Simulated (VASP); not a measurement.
Write the native input for VASP 6.6.1 that does the following.

```
Task                   : single point
Functional             : PBE
Dispersion             : D3(BJ)
Potentials or basis    : VASP PAW PBE potentials, release 64 (C, H)
Cutoff                 : 520 eV
k mesh                 : 2 × 2 × 1
Occupations            : gaussian, width 0.02 eV
Spin                   : no spin polarisation
Dipole correction      : no
Further INCAR settings : LREAL = Auto; ALGO = Normal; EDIFF = 1e-07; NBANDS = 57
```

The structure of H4C19 lies in POSCAR:

```
H4C19
1.0
    7.3980000000      0.0000000000      0.0000000000
   -3.6990000000      6.4068560000      0.0000000000
    0.0000000000      0.0000000000     13.0000000000
C H
19 4
Direct
   -0.0028629510     -0.0001000449      0.0559256291
    0.2218859662      0.1122858180      0.0560477266
   -0.0004849850      0.3346209427      0.0561638761
    0.2194810648      0.4445853721      0.0560066569
   -0.0015085278      0.6655669451      0.0559110699
    0.2204947590      0.7765623656      0.0560482873
    0.3328640741      0.0012934790      0.0560631115
    0.5528461883      0.1112995726      0.0560747300
    0.3318728984      0.3322513262      0.0558805776
    0.5538322880      0.4432490533      0.0555612580
    0.3304934377      0.6665988649      0.0559157168
    0.5552285100      0.7789628109      0.0555888244
    0.6651814416     -0.0011108411      0.0559521457
    0.8871558350      0.1098861898      0.0560811849
    0.6637847540      0.3332179104      0.0558877136
    0.8885284698      0.4455981136      0.0560329725
    0.6662216007      0.6679561964      0.0552064184
    0.8861106626      0.7778991554      0.0555118344
    0.6744417957      0.6609881852      0.3206480010
    0.8225871625      0.7920483305      0.2938878472
    0.5455220312      0.6808545514      0.2931055649
    0.6567852522      0.5150050741      0.2901182460
    0.6728610722      0.6561212289      0.4048426070
```

The input as run:

INCAR

```
PREC     = Accurate       # precision mode
ENCUT    = 520            # plane-wave cutoff, eV
EDIFF    = 1E-7           # SCF threshold, eV
ISMEAR   = 0              # smearing method
SIGMA    = 0.02           # smearing width, eV
LREAL    = Auto         
LASPH    = T              # aspherical terms in the spheres
NELM     = 100            # most SCF steps
ALGO     = Normal         # electronic algorithm
ISIF     = 2              # what is computed and relaxed
LWAVE    = F              # write WAVECAR
LCHARG   = T              # write CHGCAR
GGA      = PE             # functional
IVDW     = 12             # dispersion correction
LELF     = T              # ELF
LVHAR    = T            
NBANDS   = 57             # bands
```

KPOINTS

```
regular mesh
0
Gamma
  2 2 1
```

Potentials or basis: VASP PAW PBE potentials, release 64 (C, H).

The run is started by

```bash
$ cat potpaw_PBE.64/C/POTCAR potpaw_PBE.64/H/POTCAR > POTCAR
$ mpirun -np 1 vasp_std > vasp.out
```

It gave:

```
Largest force              : 0.038 eV/Å
Band gap on the k mesh     : 0.22 eV, direct
Dispersion energy per atom : -0.077 eV
```

Caveat: the k points lie up to 0.49 Å⁻¹ apart.

It took 3.5 min on 1 thread of AMD EPYC 9R45 96-Core Processor (Zen 5), on a shared host, peak memory 0.59 GiB.
